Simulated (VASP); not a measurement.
Write the native input for VASP 6.6.1 that does the following.

- Task: single point
- Functional: r2SCAN
- Potentials or basis: VASP PAW PBE potentials, release 64 (Ga_d, Sb)
- Cutoff: 520 eV
- k mesh: 6 × 6 × 4
- Occupations: fermi-dirac, width 0.02 eV
- Spin: no spin polarisation
- Dipole correction: no
- Further INCAR settings: ALGO = Normal; EDIFF = 1e-06; NBANDS = 26

Crystal: GaSb.

```
CELL_PARAMETERS angstrom
4.68863 0.00000 0.00000
-2.34431 4.06047 0.00000
0.00000 0.00000 5.91485
ATOMIC_POSITIONS crystal
Ga 0.33333 0.66667 0.25000
Ga 0.66667 0.33333 0.75000
Sb 0.66667 0.33333 0.25000
Sb 0.33333 0.66667 0.75000
```

The input as run:

POSCAR

```
GaSb
1.0
    4.6886257806      0.0000000000      0.0000000000
   -2.3443128903      4.0604690349      0.0000000000
    0.0000000000      0.0000000000      5.9148461418
Ga Sb
2 2
Direct
    0.3333333333      0.6666666667      0.2500000000
    0.6666666667      0.3333333333      0.7500000000
    0.6666666667      0.3333333333      0.2500000000
    0.3333333333      0.6666666667      0.7500000000
```

INCAR.step1

```
SYSTEM = GaSb
  ALGO = Normal
  EDIFF = 1E-4
  ENCUT = 520
  GGA = PE
  ISMEAR = -1
  LASPH = .TRUE.
  LCHARG = .FALSE.
  LREAL = .FALSE.
  LWAVE = .TRUE.
  NBANDS = 26
  NELM = 100
  PREC = Accurate
  SIGMA = 0.02
```

INCAR.step2

```
SYSTEM = GaSb
  ALGO = Normal
  EDIFF = 1E-6
  ENCUT = 520
  ISIF = 2
  ISMEAR = -1
  ISTART = 1
  LASPH = .TRUE.
  LCHARG = .FALSE.
  LMIXTAU = .TRUE.
  LREAL = .FALSE.
  LWAVE = .FALSE.
  METAGGA = R2SCAN
  NBANDS = 26
  NELM = 100
  PREC = Accurate
  SIGMA = 0.02
```

KPOINTS

```
k-points
0
G
  6 6 4
  0 0 0
```

Potentials or basis: VASP PAW PBE potentials, release 64 (Ga_d, Sb).

Run with:

```bash
$ cat potpaw_PBE.64/Ga_d/POTCAR potpaw_PBE.64/Sb/POTCAR > POTCAR
$ cp INCAR.step1 INCAR
$ mpirun -np 1 vasp_std > vasp.out
$ cp INCAR.step2 INCAR
$ mpirun -np 1 vasp_std > vasp.out
```

Results of the run:

The pressure is 0.1 GPa. The band gap on the k mesh is zero (bands 18 and 19 overlap by 1.59 eV).

Caveat: the PAW data sets were made with another functional, which shifts forces and pressure a little; spin-orbit coupling is left out, which moves the levels of the heavy elements.

Run time: 6.2 min on 1 thread of Intel Xeon 8259CL, with other jobs on the host, peak memory 0.28 GiB.
